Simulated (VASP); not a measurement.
Wanted: the native input for a VASP 6.6.1 run.

- Task: single point
- Functional: LDA
- Potentials or basis: VASP PAW LDA potentials, release 64 (Sn_d)
- Cutoff: 520 eV
- k mesh: 12 × 12 × 12
- Occupations: methfessel-paxton, width 0.1 eV
- Spin: no spin polarisation
- Dipole correction: no
- Further INCAR settings: ALGO = Normal; EDIFF = 1e-07; NBANDS = 13

The structure of Sn lies in POSCAR:

```
Sn
1.0
   -1.7306648226      1.7306648226      1.7306648226
    1.7306648226     -1.7306648226      1.7306648226
    1.7306648226      1.7306648226     -1.7306648226
Sn
1
Direct
    0.0000000000      0.0000000000      0.0000000000
```

One way to write it, as run:

INCAR

```
SYSTEM = Sn
PREC = Accurate ; ENCUT = 520
EDIFF = 1E-7 ; ISMEAR = 1
SIGMA = 0.1 ; LREAL = .FALSE.
LASPH = .TRUE. ; NELM = 80
ALGO = Normal ; ISIF = 2
LWAVE = .FALSE. ; LCHARG = .FALSE.
NBANDS = 13
```

KPOINTS

```
regular mesh
0
G
  12 12 12
  0 0 0
```

Potentials or basis: VASP PAW LDA potentials, release 64 (Sn_d).

Launch:

```bash
$ cat potpaw_LDA.64/Sn_d/POTCAR > POTCAR
$ mpirun -np 1 vasp_std > vasp.out
```

It gave:

```json
{
  "Pressure": "20.2 GPa",
  "Band gap on the k mesh": "zero (band 7 reaches 22.26 eV, above the bottom of band 8 at 8.16 eV)"
}
```

Caveat: spin-orbit coupling is left out, which moves the levels of the heavy elements.

Wall time 9.8 s on 1 thread of Intel Xeon 6975P-C (shared host), peak memory 0.14 GiB.
